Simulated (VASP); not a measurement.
# CaMg (P4/mmm) in VASP: a series of runs

CaMg is run at these levels: LDA; tasks: single point.

All numbers are computed with VASP 6.6.1; they aren't measurements. Logs are shortened: lines on timing, memory, paths and dates and some standing lists are left out, and cuts for length are marked.

### 1 The cell of the first run

Symmetry: P4/mmm, No. 123, tetragonal system. The conventional cell has a = 4.380 Å, b = 4.380 Å, c = 3.862 Å, α = 90.00°, β = 90.00°, γ = 90.00°. Within 4.8 Å of Ca (site symmetry 4/mmm) lie 8 Mg at 3.65 Å and 6 Ca at 3.86 to 4.38 Å. Mg (site symmetry 4/mmm) has 8 Ca at 3.65 Å and 6 Mg at 3.86 to 4.38 Å within 4.8 Å.

### 2 Single point, LDA (strain +0.0875 x Voigt [1, 1, 0, 0, 0, 0])

File INCAR:

```
SYSTEM = CaMg
ALGO = Fast ; EDIFF = 1E-7
ENCUT = 520 ; ISIF = 2
ISMEAR = 0 ; LASPH = .True.
LCHARG = .False. ; LREAL = .False.
LWAVE = .False. ; NBANDS = 13
NELM = 80 ; PREC = Accurate
SIGMA = 0.15
```

File KPOINTS:

```
k-points
0
Gamma
  12 12 12
  0 0 0
```

File POSCAR:

```
CaMg
1.0
    4.3797674632      0.0000000000      0.0000000000
    0.0000000000      4.3797674632      0.0000000000
    0.0000000000      0.0000000000      3.8616243500
Ca Mg
1 1
Direct
    0.0000000000      0.0000000000      0.5000000000
    0.5000000000      0.5000000000      0.0000000000
```

Potentials or basis: VASP PAW LDA potentials, release 64 (Ca_sv, Mg).

The run is started by

```bash
> cat potpaw_LDA.64/Ca_sv/POTCAR potpaw_LDA.64/Mg/POTCAR > POTCAR
> mpirun -np 1 vasp_std > vasp.out
```

OUTCAR:

```text
SYSTEM = CaMg
   EDIFF = 1E-7
   ENCUT = 520
   ISIF = 2
   ISMEAR = 0
   LASPH = .True.
   LREAL = .False.
   NELM = 80
   PREC = Accurate

 ion  position               nearest neighbor table
   1  0.000  0.000  0.500-
   2  0.500  0.500  0.000-

  LATTYP: Found a simple tetragonal cell.
 ALAT       =     4.3797674632
 C/A-ratio  =     0.8816962048

  Lattice vectors:

 A1 = (   4.3797674632,   0.0000000000,   0.0000000000)
 A2 = (   0.0000000000,   4.3797674632,   0.0000000000)
 A3 = (   0.0000000000,   0.0000000000,   3.8616243500)

Analysis of symmetry for initial positions (statically):
=====================================================================
 Subroutine PRICEL returns:
 Original cell was already a primitive cell.

 Routine SETGRP: Setting up the symmetry group for a
 simple tetragonal supercell.

 Subroutine GETGRP returns: Found 16 space group operations
 (whereof 16 operations were pure point group operations)
 out of a pool of 16 trial point group operations.

The static configuration has the point symmetry D_4h.

Analysis of symmetry for dynamics (positions and initial velocities):
=====================================================================
 Subroutine PRICEL returns:
 Original cell was already a primitive cell.

 Routine SETGRP: Setting up the symmetry group for a
 simple tetragonal supercell.

 Subroutine GETGRP returns: Found 16 space group operations
 (whereof 16 operations were pure point group operations)
 out of a pool of 16 trial point group operations.

The dynamic configuration has the point symmetry D_4h.

 Subroutine INISYM returns: Found 16 space group operations
 (whereof 16 operations are pure point group operations),
 and found     1 'primitive' translations

----------------------------------------------------------------------------------------

                                     Primitive cell

  volume of cell :      74.0751

  direct lattice vectors                    reciprocal lattice vectors
     4.379767463  0.000000000  0.000000000     0.228322624  0.000000000  0.000000000
     0.000000000  4.379767463  0.000000000     0.000000000  0.228322624  0.000000000
     0.000000000  0.000000000  3.861624350     0.000000000  0.000000000  0.258958384

  length of vectors
     4.379767463  4.379767463  3.861624350     0.228322624  0.228322624  0.258958384

  position of ions in fractional coordinates (direct lattice)
     0.000000000  0.000000000  0.500000000
     0.500000000  0.500000000  0.000000000

  ion indices of the primitive-cell ions
   primitive index   ion index
                 1           1
                 2           2

----------------------------------------------------------------------------------------

 KPOINTS: k-points

Automatic generation of k-mesh.
 Grid dimensions read from file:
 generate k-points for:   12   12   12

 Generating k-lattice:

  Cartesian coordinates                     Fractional coordinates (reciprocal lattice)
     0.019026885  0.000000000  0.000000000     0.083333333  0.000000000  0.000000000
     0.000000000  0.019026885  0.000000000     0.000000000  0.083333333  0.000000000
     0.000000000  0.000000000  0.021579865     0.000000000  0.000000000  0.083333333

  Length of vectors
     0.019026885  0.019026885  0.021579865

  Shift w.r.t. Gamma in fractional coordinates (k-lattice)
     0.000000000  0.000000000  0.000000000

 Subroutine IBZKPT returns following result:
 ===========================================

 Found    196 irreducible k-points:

 Following reciprocal coordinates:
            Coordinates               Weight
  0.000000  0.000000  0.000000      1.000000
  0.083333  0.000000  0.000000      4.000000
  0.166667  0.000000  0.000000      4.000000
  0.250000  0.000000  0.000000      4.000000
  0.333333  0.000000  0.000000      4.000000
  0.416667  0.000000  0.000000      4.000000
[... 16 lines left out ...]
  0.333333  0.333333  0.000000      4.000000
  0.416667  0.333333  0.000000      8.000000
 [... further k-points ...]
   k-points           NKPTS =    196   k-points in BZ     NKDIM =    196   number of bands    NBANDS=     13
   number of dos      NEDOS =    301   number of ions     NIONS =      2
   total plane-waves  NPLWV =  38880
   dimension x,y,z NGX =    36 NGY =   36 NGZ =   30
   dimension x,y,z NGXF=    72 NGYF=   72 NGZF=   60
   ions per type =               1   1
   NGX,Y,Z   is equivalent  to a cutoff of  13.66, 13.66, 12.92 a.u.
   NGXF,Y,Z  is equivalent  to a cutoff of  27.33, 27.33, 25.83 a.u.
 SYSTEM =  CaMg
   PREC   = accura    normal or accurate (medium, high low for compatibility)
   ISTART =      0    job   : 0-new  1-cont  2-samecut
   ICHARG =      2    charge: 1-file 2-atom 10-const
   ISPIN  =      1    spin polarized calculation?
   LNONCOLLINEAR =      F non collinear calculations
   LSORBIT =      F    spin-orbit coupling
   LASPH  =      T    aspherical Exc in radial PAW
   ENCUT  =  520.0 eV  38.22 Ry    6.18 a.u.   8.14  8.14  7.18*2*pi/ulx,y,z
   NELM   =     80;   NELMIN=  2; NELMDL= -5     # of ELM steps
   EDIFF  = 0.1E-06   stopping-criterion for ELM
   LREAL  =      F    real-space projection
   EDIFFG = 0.1E-05   stopping-criterion for IOM
   NSW    =      0    number of steps for IOM
   IBRION =     -1    ionic relax: 0-MD 1-quasi-New 2-CG
   NFREE  =      0    steps in history (QN), initial steepest desc. (CG)
   ISIF   =      2    stress and relaxation
   ISYM   =      2    0-nonsym 1-usesym 2-fastsym
   POTIM  = 0.5000    time-step for ionic-motion
   TEBEG  =    0.0;   TEEND  =   0.0 temperature during run
   PSTRESS=    0.0 pullay stress
   NELECT =      12.0000    total number of electrons
   NUPDOWN=      -1.0000    fix difference up-down
   EMIN   =  10.00;   EMAX   =-10.00  energy-range for DOS
   EFERMI =   0.00;   METHOD = LEGACY
   ISMEAR =     0;   SIGMA  =   0.15  broadening in eV -4-tet -1-fermi 0-gaus
   EFERMI_NEDOS =   21; number of points for ismear=-14 and -15
   IALGO  =     68    algorithm
   IMIX   =      4    mixing-type and parameters
     AMIX     =   0.40;   BMIX     =  1.00
     AMIX_MAG =   1.60;   BMIX_MAG =  1.00
  volume/ion in A,a.u.               =      37.04       249.94
  Fermi-wavevector in a.u.,A,eV,Ry     =   0.892438  1.686463 10.836291  0.796445
  Thomas-Fermi vector in A             =   2.014387
   LORBIT       =      0    0 simple, 1 ext, 2 COOP (PROOUT), +10 PAW based schemes
   GGA     = CA    functional components
   LHFCALC =     F    Hartree Fock is set to
   AEXX    =    0.0000 exact exchange contribution
   IVDW    =     0    specifies the selected vdW correction
   LEPSILON=     F    determine dielectric tensor
   LRPA    =     F    only Hartree local field effects (RPA)
 non-spin polarized calculation
 RMM-DIIS sequential band-by-band and
 Gauss-broadening in eV      SIGMA  =   0.15
  energy-cutoff  :      520.00
  volume of cell :       74.08
 maximum number of plane-waves:      2043
 NGX is ok and might be reduce to    36
   NGX = 17   NGY = 17   NGZ = 15

 number of electron      12.0000004 magnetization

 Free energy of the ion-electron system (eV)
  ---------------------------------------------------
  ext. energy  EPLUGINS =         0.00000000
  ---------------------------------------------------
  free energy    TOTEN  =        -3.96579071 eV

  energy without entropy =       -3.94394220  energy(sigma->0) =       -3.95486645

 E-fermi :   1.3410     XC(G=0):  -7.8343

 val. band max:        1.3384379400   @ k =   0.2500   0.2500   0.0833
 cond. band min:       1.3593670777   @ k =   0.4167   0.2500   0.5000
 fundamental gap:      0.0209291376
 Fermi energy:         1.3409529643

 k-point     1 :       0.0000    0.0000    0.0000
  band No.  band energies     occupation
      1     -40.2101      2.00000
      2     -21.4736      2.00000
      3     -21.4736      2.00000
      4     -21.4542      2.00000
      5      -3.3828      2.00000
      6       2.2460      0.00000
      7       2.3014      0.00000
      8       4.1157      0.00000
      9       4.1157      0.00000
     10       4.2879      0.00000
     11       4.7002      0.00000
     12       4.7002      0.00000
     13       6.2381      0.00000

 k-point     2 :       0.0833    0.0000    0.0000
  band No.  band energies     occupation
      1     -40.2100      2.00000
      2     -21.4751      2.00000
      3     -21.4735      2.00000
      4     -21.4541      2.00000
      5      -3.3249      2.00000
      6       2.0774      0.00000
      7       2.3127      0.00000
      8       3.8358      0.00000
      9       4.0428      0.00000
     10       4.6137      0.00000
     11       4.6184      0.00000
     12       4.7058      0.00000
     13       6.3706      0.00000

 k-point     3 :       0.1667    0.0000    0.0000
  band No.  band energies     occupation
      1     -40.2099      2.00000
      2     -21.4794      2.00000
      3     -21.4731      2.00000
      4     -21.4538      2.00000
      5      -3.1527      2.00000
      6       1.5565      0.04217
      7       2.3908      0.00000
      8       3.5363      0.00000
      9       4.0218      0.00000
     10       4.4367      0.00000
     11       4.7212      0.00000
     12       5.0526      0.00000
     13       6.7067      0.00000
[... 305 lines left out ...]
 k-point    23 :       0.3333    0.3333    0.0000
  band No.  band energies     occupation
      1     -40.2087      2.00000
      2     -21.4893      2.00000
      3     -21.4890      2.00000
      4     -21.4518      2.00000
      5      -1.6995      2.00000
      6       0.5846      2.00000
      7       1.0178      1.99769
      8       2.5716      0.00000
      9       4.2177      0.00000
     10       4.3427      0.00000
     11       4.8794      0.00000
     12       4.8900      0.00000
     13       6.2155      0.00000

 k-point    24 :       0.4167    0.3333    0.0000
  band No.  band energies     occupation
      1     -40.2085      2.00000
      2     -21.4933      2.00000
      3     -21.4887      2.00000
      4     -21.4515      2.00000
      5      -1.3317      2.00000
      6       0.1683      2.00000
      7       1.1875      1.85195
      8       2.2648      0.00000
      9       4.1781      0.00000
     10       4.3379      0.00000
     11       4.8538      0.00000
     12       4.9638      0.00000
     13       5.9541      0.00000

 [... further k-points ...]
[... 5 lines left out ...]
  --------------------------------------------------------------------------------------
  -------------------------------------------------------------------------------------
  Total       -2.3632949     -2.3632949     -1.6549954      0.0000000      0.0000000      0.0000000
  in kB      -51.1159413    -51.1159413    -35.7960615      0.0000000      0.0000000      0.0000000
  external PRESSURE =     -46.0093147 kB  Pullay stress =       0.0000000 kB

 VOLUME and BASIS-vectors are now :
 -----------------------------------------------------------------------------
  energy-cutoff  :      520.00
  volume of cell :       74.08
      direct lattice vectors                 reciprocal lattice vectors
     4.379767463  0.000000000  0.000000000     0.228322624  0.000000000  0.000000000
     0.000000000  4.379767463  0.000000000     0.000000000  0.228322624  0.000000000
     0.000000000  0.000000000  3.861624350     0.000000000  0.000000000  0.258958384

 POSITION                                       TOTAL-FORCE (eV/Angst)
 -----------------------------------------------------------------------------------
      0.00000      0.00000      1.93081         0.000000      0.000000      0.000000
      2.18988      2.18988      0.00000         0.000000      0.000000      0.000000
 -----------------------------------------------------------------------------------
    total drift:                                0.000000     -0.000000      0.000000

  FREE ENERGIE OF THE ION-ELECTRON SYSTEM (eV)
  ---------------------------------------------------
  free  energy   TOTEN  =        -3.9657907074 eV

  energy  without entropy=       -3.9439422024  energy(sigma->0) =       -3.95486645
```

It took 85 s on 1 thread of Intel Xeon 6975P-C (Granite Rapids), shared host; peak memory 0.34 GiB.

Results:

```yaml
Free_energy: -3.9658 eV
Pressure: -4.6 GPa
Band_gap_on_the_k_mesh: zero (band 6 reaches 2.29 eV, above the bottom of band 7 at 0.78 eV)
```

Stress tensor (GPa, compression positive):
```
-5.11  0.00  0.00
 0.00 -5.11  0.00
 0.00  0.00 -3.58
```

Caveat: the cell differs from its parent crystal (strain +0.0875 x Voigt [1, 1, 0, 0, 0, 0]).

### 3 Single point, LDA (strain +0.1000 x Voigt [1, 1, 0, 0, 0, 0])

File INCAR:

```
PREC     = Accurate       # precision mode
ENCUT    = 520            # plane-wave cutoff, eV
EDIFF    = 1E-7           # SCF threshold, eV
ISMEAR   = 0              # smearing method
SIGMA    = 0.15           # smearing width, eV
LREAL    = F              # projectors in reciprocal space
LASPH    = T              # aspherical terms in the spheres
NELM     = 100            # most SCF steps
ALGO     = Fast           # electronic algorithm
ISIF     = 2              # what is computed and relaxed
LWAVE    = F              # write WAVECAR
LCHARG   = F              # write CHGCAR
GGA      = CA             # functional
NBANDS   = 13             # bands
```

File KPOINTS:

```
regular mesh
0
Gamma
  12 12 12
```

File POSCAR:

```
CaMg
1.0
    4.4301096180      0.0000000000      0.0000000000
    0.0000000000      4.4301096180      0.0000000000
    0.0000000000      0.0000000000      3.8616243500
Ca Mg
1 1
Direct
    0.0000000000      0.0000000000      0.5000000000
    0.5000000000      0.5000000000      0.0000000000
```

Potentials or basis: VASP PAW LDA potentials, release 64 (Ca_sv, Mg).

The run is started by

```bash
> cat potpaw_LDA.64/Ca_sv/POTCAR potpaw_LDA.64/Mg/POTCAR > POTCAR
> mpirun -np 1 vasp_std > vasp.out
```

OUTCAR:

```text
PREC = Accurate
   ENCUT = 520
   EDIFF = 1E-7
   ISMEAR = 0
   LREAL = F
   LASPH = T
   NELM = 100
   ISIF = 2
   GGA = CA

 ion  position               nearest neighbor table
   1  0.000  0.000  0.500-
   2  0.500  0.500  0.000-

  LATTYP: Found a simple tetragonal cell.
 ALAT       =     4.4301096180
 C/A-ratio  =     0.8716769297

  Lattice vectors:

 A1 = (   4.4301096180,   0.0000000000,   0.0000000000)
 A2 = (   0.0000000000,   4.4301096180,   0.0000000000)
 A3 = (   0.0000000000,   0.0000000000,   3.8616243500)

Analysis of symmetry for initial positions (statically):
=====================================================================
 Subroutine PRICEL returns:
 Original cell was already a primitive cell.

 Routine SETGRP: Setting up the symmetry group for a
 simple tetragonal supercell.

 Subroutine GETGRP returns: Found 16 space group operations
 (whereof 16 operations were pure point group operations)
 out of a pool of 16 trial point group operations.

The static configuration has the point symmetry D_4h.

[... 166 lines left out ...]
 fundamental gap:      0.0083769630
 Fermi energy:         1.2631333169

 k-point     1 :       0.0000    0.0000    0.0000
  band No.  band energies     occupation
      1     -40.3554      2.00000
      2     -21.6170      2.00000
      3     -21.6170      2.00000
      4     -21.5964      2.00000
      5      -3.4114      2.00000
      6       2.1605      0.00000
      7       2.1986      0.00000
      8       3.9208      0.00000
      9       3.9208      0.00000
     10       4.1276      0.00000
     11       4.5689      0.00000
     12       4.5689      0.00000
     13       6.2083      0.00000
[... 354 lines left out ...]
  band No.  band energies     occupation
      1     -40.3540      2.00000
      2     -21.6342      2.00000
      3     -21.6302      2.00000
      4     -21.5941      2.00000
      5      -1.4131      2.00000
      6       0.0678      2.00000
      7       1.0804      1.91511
      8       2.1322      0.00000
      9       4.0887      0.00000
     10       4.2360      0.00000
     11       4.6613      0.00000
     12       4.7770      0.00000
     13       5.7395      0.00000

 [... further k-points ...]
[... 5 lines left out ...]
  --------------------------------------------------------------------------------------
  -------------------------------------------------------------------------------------
  Total       -2.5157986     -2.5157986     -1.7414332      0.0000000      0.0000000     -0.0000000
  in kB      -53.1847937    -53.1847937    -36.8144602      0.0000000      0.0000000     -0.0000000
  external PRESSURE =     -47.7280159 kB  Pullay stress =       0.0000000 kB

 VOLUME and BASIS-vectors are now :
 -----------------------------------------------------------------------------
  energy-cutoff  :      520.00
  volume of cell :       75.79
      direct lattice vectors                 reciprocal lattice vectors
     4.430109618  0.000000000  0.000000000     0.225728049  0.000000000  0.000000000
     0.000000000  4.430109618  0.000000000     0.000000000  0.225728049  0.000000000
     0.000000000  0.000000000  3.861624350     0.000000000  0.000000000  0.258958384

 POSITION                                       TOTAL-FORCE (eV/Angst)
 -----------------------------------------------------------------------------------
      0.00000      0.00000      1.93081         0.000000      0.000000      0.000000
      2.21505      2.21505      0.00000         0.000000      0.000000      0.000000
 -----------------------------------------------------------------------------------
    total drift:                                0.000000     -0.000000      0.000000

  FREE ENERGIE OF THE ION-ELECTRON SYSTEM (eV)
  ---------------------------------------------------
  free  energy   TOTEN  =        -3.9102051863 eV

  energy  without entropy=       -3.8878207574  energy(sigma->0) =       -3.89901297
```

Run time: 78 s. Hardware: 1 thread of Intel Xeon 6975P-C (Granite Rapids), shared host; peak memory 0.33 GiB.

What came out:

- Free energy: -3.9102 eV
- Pressure: -4.8 GPa
- Band gap on the k mesh: zero (band 6 reaches 2.20 eV, above the bottom of band 7 at 0.68 eV)

Caveat: the cell differs from its parent crystal (strain +0.1000 x Voigt [1, 1, 0, 0, 0, 0]).
